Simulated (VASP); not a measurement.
# MgO (Cm) in VASP: single point with PBE

Aim: the single point of MgO with PBE.

Everything below comes from runs of VASP 6.6.1. Logs are shortened: lines on timing, memory, paths and dates and some standing lists are left out, and cuts for length are marked.

## 1. The cell of the first run

It takes space group Cm (No. 8, monoclinic). Conventional cell: a = 5.159 Å, b = 2.978 Å, c = 2.978 Å, α = 90.00°, β = 125.26°, γ = 90.00°. Within 2.8 Å of Mg (site symmetry m) lie 6 O at 2.08 to 2.13 Å. Within 2.8 Å of O (site symmetry m) lie 6 Mg at 2.08 to 2.13 Å.

## 2. Single point, PBE

INCAR reads:

```
SYSTEM = MgO
ALGO = Normal
EDIFF = 1E-6
ENCUT = 600
GGA = PE
GGA_COMPAT = .FALSE.
ISIF = 2
ISMEAR = 0
LASPH = .TRUE.
LCHARG = .FALSE.
LREAL = .FALSE.
LWAVE = .FALSE.
NBANDS = 11
NELM = 120
PREC = Accurate
SIGMA = 0.01
```

KPOINTS reads:

```
k-points
0
G
  3 3 3
  0 0 0
```

POSCAR reads:

```
MgO
1.0
    0.0000000000      2.1060000000      2.1060000000
    2.1060000000      0.0000000000      2.1060000000
    2.1060000000      2.1060000000      0.0000000000
Mg O
1 1
Direct
    0.0000000000      0.0000000000      0.0000000000
    0.5100000000      0.5000000000      0.4950000000
```

Potentials or basis: VASP PAW PBE potentials, release 64 (Mg, O).

On the command line:

```
> cat potpaw_PBE.64/Mg/POTCAR potpaw_PBE.64/O/POTCAR > POTCAR
> mpirun -np 1 vasp_std > vasp.out
```

OUTCAR:

```text
SYSTEM = MgO
   EDIFF = 1E-6
   ENCUT = 600
   GGA = PE
   ISIF = 2
   ISMEAR = 0
   LASPH = .TRUE.
   LREAL = .FALSE.
   NELM = 120
   PREC = Accurate

 ion  position               nearest neighbor table
   1  0.000  0.000  0.000-   2 2.08   2 2.10   2 2.10   2 2.12   2 2.12   2 2.13
   2  0.510  0.500  0.495-   1 2.08   1 2.10   1 2.10   1 2.12   1 2.12   1 2.13

  LATTYP: Found a face centered cubic cell.
 ALAT       =     4.2120000000

  Lattice vectors:

 A1 = (   0.0000000000,   2.1060000000,   2.1060000000)
 A2 = (   2.1060000000,   0.0000000000,   2.1060000000)
 A3 = (   2.1060000000,   2.1060000000,   0.0000000000)

Analysis of symmetry for initial positions (statically):
=====================================================================
 Subroutine PRICEL returns:
 Original cell was already a primitive cell.

 Routine SETGRP: Setting up the symmetry group for a
 face centered cubic supercell.

 Subroutine GETGRP returns: Found  2 space group operations
 (whereof  2 operations were pure point group operations)
 out of a pool of 48 trial point group operations.

The static configuration has the point symmetry C_1h.

Analysis of symmetry for dynamics (positions and initial velocities):
=====================================================================
 Subroutine PRICEL returns:
 Original cell was already a primitive cell.

 Routine SETGRP: Setting up the symmetry group for a
 face centered cubic supercell.

 Subroutine GETGRP returns: Found  2 space group operations
 (whereof  2 operations were pure point group operations)
 out of a pool of 48 trial point group operations.

The dynamic configuration has the point symmetry C_1h.

 Subroutine INISYM returns: Found  2 space group operations
 (whereof  2 operations are pure point group operations),
 and found     1 'primitive' translations

----------------------------------------------------------------------------------------

                                     Primitive cell

  volume of cell :      18.6812

  direct lattice vectors                    reciprocal lattice vectors
     0.000000000  2.106000000  2.106000000    -0.237416904  0.237416904  0.237416904
     2.106000000  0.000000000  2.106000000     0.237416904 -0.237416904  0.237416904
     2.106000000  2.106000000  0.000000000     0.237416904  0.237416904 -0.237416904

  length of vectors
     2.978333762  2.978333762  2.978333762     0.411218140  0.411218140  0.411218140

  position of ions in fractional coordinates (direct lattice)
     0.000000000  0.000000000  0.000000000
     0.510000000  0.500000000  0.495000000

  ion indices of the primitive-cell ions
   primitive index   ion index
                 1           1
                 2           2

----------------------------------------------------------------------------------------

 KPOINTS: k-points

Automatic generation of k-mesh.
 Grid dimensions read from file:
 generate k-points for:    3    3    3

 Generating k-lattice:

  Cartesian coordinates                     Fractional coordinates (reciprocal lattice)
    -0.079138968  0.079138968  0.079138968     0.333333333  0.000000000  0.000000000
     0.079138968 -0.079138968  0.079138968     0.000000000  0.333333333  0.000000000
     0.079138968  0.079138968 -0.079138968     0.000000000  0.000000000  0.333333333

  Length of vectors
     0.137072713  0.137072713  0.137072713

  Shift w.r.t. Gamma in fractional coordinates (k-lattice)
     0.000000000  0.000000000  0.000000000

 Subroutine IBZKPT returns following result:
 ===========================================

 Found     10 irreducible k-points:

 Following reciprocal coordinates:
            Coordinates               Weight
  0.000000  0.000000  0.000000      1.000000
  0.333333  0.000000  0.000000      2.000000
  0.000000  0.333333  0.000000      2.000000
  0.000000  0.000000  0.333333      4.000000
  0.333333  0.333333  0.000000      2.000000
  0.000000  0.333333  0.333333      4.000000
 -0.333333  0.333333  0.000000      2.000000
  0.000000 -0.333333  0.333333      4.000000
  0.333333  0.000000 -0.333333      4.000000
  0.333333  0.333333 -0.333333      2.000000
   k-points           NKPTS =     10   k-points in BZ     NKDIM =     10   number of bands    NBANDS=     11
   number of dos      NEDOS =    301   number of ions     NIONS =      2
   total plane-waves  NPLWV =  13824
   dimension x,y,z NGX =    24 NGY =   24 NGZ =   24
   dimension x,y,z NGXF=    48 NGYF=   48 NGZF=   48
   ions per type =               1   1
   NGX,Y,Z   is equivalent  to a cutoff of  13.40, 13.40, 13.40 a.u.
   NGXF,Y,Z  is equivalent  to a cutoff of  26.79, 26.79, 26.79 a.u.
 SYSTEM =  MgO
   PREC   = accura    normal or accurate (medium, high low for compatibility)
   ISTART =      0    job   : 0-new  1-cont  2-samecut
   ICHARG =      2    charge: 1-file 2-atom 10-const
   ISPIN  =      1    spin polarized calculation?
   LNONCOLLINEAR =      F non collinear calculations
   LSORBIT =      F    spin-orbit coupling
   LASPH  =      T    aspherical Exc in radial PAW
   ENCUT  =  600.0 eV  44.10 Ry    6.64 a.u.   5.95  5.95  5.95*2*pi/ulx,y,z
   NELM   =    120;   NELMIN=  2; NELMDL= -5     # of ELM steps
   EDIFF  = 0.1E-05   stopping-criterion for ELM
   LREAL  =      F    real-space projection
   EDIFFG = 0.1E-04   stopping-criterion for IOM
   NSW    =      0    number of steps for IOM
   IBRION =     -1    ionic relax: 0-MD 1-quasi-New 2-CG
   NFREE  =      0    steps in history (QN), initial steepest desc. (CG)
   ISIF   =      2    stress and relaxation
   ISYM   =      2    0-nonsym 1-usesym 2-fastsym
   POTIM  = 0.5000    time-step for ionic-motion
   TEBEG  =    0.0;   TEEND  =   0.0 temperature during run
   PSTRESS=    0.0 pullay stress
   NELECT =       8.0000    total number of electrons
   NUPDOWN=      -1.0000    fix difference up-down
   EMIN   =  10.00;   EMAX   =-10.00  energy-range for DOS
   EFERMI =   0.00;   METHOD = LEGACY
   ISMEAR =     0;   SIGMA  =   0.01  broadening in eV -4-tet -1-fermi 0-gaus
   EFERMI_NEDOS =   21; number of points for ismear=-14 and -15
   IALGO  =     38    algorithm
   IMIX   =      4    mixing-type and parameters
     AMIX     =   0.40;   BMIX     =  1.00
     AMIX_MAG =   1.60;   BMIX_MAG =  1.00
  volume/ion in A,a.u.               =       9.34        63.03
  Fermi-wavevector in a.u.,A,eV,Ry     =   1.233966  2.331857 20.717205  1.522672
  Thomas-Fermi vector in A             =   2.368675
   LORBIT       =      0    0 simple, 1 ext, 2 COOP (PROOUT), +10 PAW based schemes
   GGA     = PE    functional components
   LHFCALC =     F    Hartree Fock is set to
   AEXX    =    0.0000 exact exchange contribution
   IVDW    =     0    specifies the selected vdW correction
   LEPSILON=     F    determine dielectric tensor
   LRPA    =     F    only Hartree local field effects (RPA)
 non-spin polarized calculation
 Gauss-broadening in eV      SIGMA  =   0.01
  energy-cutoff  :      600.00
  volume of cell :       18.68
 maximum number of plane-waves:       634
   NGX = 11   NGY = 11   NGZ = 11

 number of electron       8.0000000 magnetization

 Free energy of the ion-electron system (eV)
  ---------------------------------------------------
  ext. energy  EPLUGINS =         0.00000000
  ---------------------------------------------------
  free energy    TOTEN  =       -11.81544628 eV

  energy without entropy =      -11.81544628  energy(sigma->0) =      -11.81544628

 E-fermi :   3.3593     XC(G=0): -11.0616

 val. band max:        3.2671304145   @ k =   0.0000   0.0000   0.0000
 cond. band min:       7.9515990416   @ k =   0.0000   0.0000   0.0000
 fundamental gap:      4.6844686271
 Fermi energy:         3.3593030764

 k-point     1 :       0.0000    0.0000    0.0000
  band No.  band energies     occupation
      1     -14.0066      2.00000
      2       3.2659      2.00000
      3       3.2665      2.00000
      4       3.2671      2.00000
      5       7.9516      0.00000
      6      19.0010      0.00000
      7      19.0024      0.00000
      8      19.0052      0.00000
      9      22.9260      0.00000
     10      24.6890      0.00000
     11      24.6899      0.00000

 k-point     2 :       0.3333    0.0000    0.0000
  band No.  band energies     occupation
      1     -13.0825      2.00000
      2      -0.4289      2.00000
      3       2.7626      2.00000
      4       2.7631      2.00000
      5      10.8905      0.00000
      6      15.5548      0.00000
      7      19.7746      0.00000
      8      19.7752      0.00000
      9      24.1076      0.00000
     10      24.1080      0.00000
     11      24.6278      0.00000

 k-point     3 :       0.0000    0.3333    0.0000
  band No.  band energies     occupation
      1     -13.0826      2.00000
      2      -0.4291      2.00000
      3       2.7634      2.00000
      4       2.7643      2.00000
      5      10.8890      0.00000
      6      15.5521      0.00000
      7      19.7730      0.00000
      8      19.7760      0.00000
      9      24.1080      0.00000
     10      24.1090      0.00000
     11      24.6319      0.00000

 k-point     4 :       0.0000    0.0000    0.3333
  band No.  band energies     occupation
      1     -13.0826      2.00000
      2      -0.4291      2.00000
      3       2.7629      2.00000
      4       2.7643      2.00000
      5      10.8894      0.00000
      6      15.5528      0.00000
      7      19.7731      0.00000
      8      19.7762      0.00000
      9      24.1077      0.00000
     10      24.1089      0.00000
     11      24.6309      0.00000
[... 43 lines left out ...]
 k-point     8 :       0.0000   -0.3333    0.3333
  band No.  band energies     occupation
      1     -12.4831      2.00000
      2       0.0195      2.00000
      3       0.1791      2.00000
      4       2.2610      2.00000
      5      13.5227      0.00000
      6      15.4417      0.00000
      7      15.7219      0.00000
      8      20.9829      0.00000
      9      22.0291      0.00000
     10      26.4030      0.00000
     11      30.7293      0.00000

 k-point     9 :       0.3333    0.0000   -0.3333
  band No.  band energies     occupation
      1     -12.4831      2.00000
      2       0.0197      2.00000
      3       0.1792      2.00000
      4       2.2599      2.00000
      5      13.5234      0.00000
      6      15.4419      0.00000
      7      15.7263      0.00000
      8      20.9759      0.00000
      9      22.0314      0.00000
     10      26.4012      0.00000
     11      30.7317      0.00000

 k-point    10 :       0.3333    0.3333   -0.3333
  band No.  band energies     occupation
      1     -12.4831      2.00000
      2       0.0188      2.00000
      3       0.1802      2.00000
      4       2.2609      2.00000
      5      13.5231      0.00000
      6      15.4251      0.00000
      7      15.7399      0.00000
      8      20.9788      0.00000
      9      22.0292      0.00000
     10      26.4022      0.00000
     11      30.7279      0.00000

------------------------ aborting loop because EDIFF is reached ----------------------------------------

  FORCE on cell =-STRESS in cart. coord.  units (eV):
  Direction    XX          YY          ZZ          XY          YZ          ZX
  --------------------------------------------------------------------------------------
  -------------------------------------------------------------------------------------
  Total        0.4874831      0.4874831      0.5014667      0.0007329     -0.0014625      0.0014625
  in kB       41.8085460     41.8085460     43.0078347      0.0628592     -0.1254271      0.1254260
  external PRESSURE =      42.2083089 kB  Pullay stress =       0.0000000 kB

 VOLUME and BASIS-vectors are now :
 -----------------------------------------------------------------------------
  energy-cutoff  :      600.00
  volume of cell :       18.68
      direct lattice vectors                 reciprocal lattice vectors
     0.000000000  2.106000000  2.106000000    -0.237416904  0.237416904  0.237416904
     2.106000000  0.000000000  2.106000000     0.237416904 -0.237416904  0.237416904
     2.106000000  2.106000000  0.000000000     0.237416904  0.237416904 -0.237416904

 POSITION                                       TOTAL-FORCE (eV/Angst)
 -----------------------------------------------------------------------------------
      0.00000      0.00000      0.00000        -0.056805      0.056805      0.114081
      2.09547      2.11653      2.12706         0.056805     -0.056805     -0.114081
 -----------------------------------------------------------------------------------
    total drift:                                0.000094     -0.000094     -0.000266

  FREE ENERGIE OF THE ION-ELECTRON SYSTEM (eV)
  ---------------------------------------------------
  free  energy   TOTEN  =       -11.8154462792 eV

  energy  without entropy=      -11.8154462792  energy(sigma->0) =      -11.81544628
```

It took 9.2 s on 1 thread of AMD EPYC 7R13, shared host; peak memory 0.11 GiB.

Results:

* Free energy: -11.8154 eV
* Pressure: 4.2 GPa
* Largest force: 0.140 eV/Å
* Band gap on the k mesh: 4.68 eV, direct

Forces on the atoms (eV/Å):
```
Mg  -0.057  0.057  0.114
O    0.057 -0.057 -0.114
```

Caveat: the k points lie up to 0.86 Å⁻¹ apart.
